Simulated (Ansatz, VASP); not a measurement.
PbS: VASP beside Ansatz

INCAR

```
SYSTEM = PbS
PREC     = Accurate       ! precision mode
ENCUT    = 500            ! plane-wave cutoff, eV
EDIFF    = 1E-6           ! SCF threshold, eV
ISMEAR   = 0              ! smearing method
SIGMA    = 0.01           ! smearing width, eV
LREAL    = .False.        ! projectors in reciprocal space
LASPH    = .True.         ! aspherical terms in the spheres
NELM     = 120            ! most SCF steps
ALGO     = Normal         ! electronic algorithm
ISIF     = 2              ! what is computed and relaxed
LWAVE    = .False.        ! write WAVECAR
LCHARG   = .True.         ! write CHGCAR
GGA      = PS             ! functional
LELF     = .True.         ! ELF
LVHAR    = .True.       
NBANDS   = 50             ! bands
GGA_COMPAT= .False.
```

The input KPOINTS:

```
Automatic mesh
0
Gamma
  4 2 2
  0 0 0
```

File POSCAR:

```
PbS
1.0
    4.0699280000      0.0000000000      0.0000000000
    0.0000000000      5.6898180000     -5.5735990000
    0.0000000000      5.6898180000      5.5735990000
Pb S
4 4
Direct
    0.0000000000      0.6608510000      0.6631130000
    0.0000000000      0.3368870000      0.3391490000
    0.5000000000      0.8626130000      0.1373870000
    0.0000000000      0.1762690000      0.8237310000
    0.5000000000      0.8821480000      0.7748220000
    0.5000000000      0.2251780000      0.1178520000
    0.0000000000      0.6891040000      0.3108960000
    0.5000000000      0.3627490000      0.6372510000
```

Input for Ansatz:

```yaml
crystal:
  lattice:
    a: 4.069928
    b: 11.379636
    c: 11.147198
    alpha: 90.0
    beta: 90.0
    gamma: 90.0
  space_group: 38
  setting:
    hermann_mauguin: Amm2
  atoms:
    - { symbol: Pb, position: [0.0, 0.161982, 0.501131] }
    - { symbol: Pb, position: [0.5, 0.0, 0.137387] }
    - { symbol: Pb, position: [0.0, 0.0, 0.823731] }
    - { symbol: S, position: [0.5, 0.328485, 0.446337] }
    - { symbol: S, position: [0.0, 0.0, 0.310896] }
    - { symbol: S, position: [0.5, 0.0, 0.637251] }
  reduce_to_primitive: true
kpoints:
  mp_grid:
    grid: [4, 2, 2]
hamiltonian:
  xc: pbesol
scf:
  occupations:
    method: fixed
output:
  eigenvalues: true
basis:
  xc_grid: 1
```

Alike in both runs: task single point; functional PBEsol; k mesh 4 × 2 × 2; no spin polarisation.

|  | VASP | Ansatz |
| --- | --- | --- |
| version | VASP 6.6.1 | Ansatz 0.2.0 |
| potentials or method | VASP PAW PBE potentials, release 64 (Pb_d, S) | plane waves, PAW |
| plane-wave cutoff (eV) | 500 | 420 |
| occupations | gaussian, width 0.01 eV | fixed |
| valence electrons in the cell | 80 | 80 |

|  | VASP | Ansatz | Ansatz less VASP |
| --- | --- | --- | --- |
| gap on the k mesh at the Fermi level (eV) | 0.46 | 0.46 | -0.002 |

VASP's potentials were made for PBE, not for PBEsol.

Neither program's run includes spin-orbit coupling.
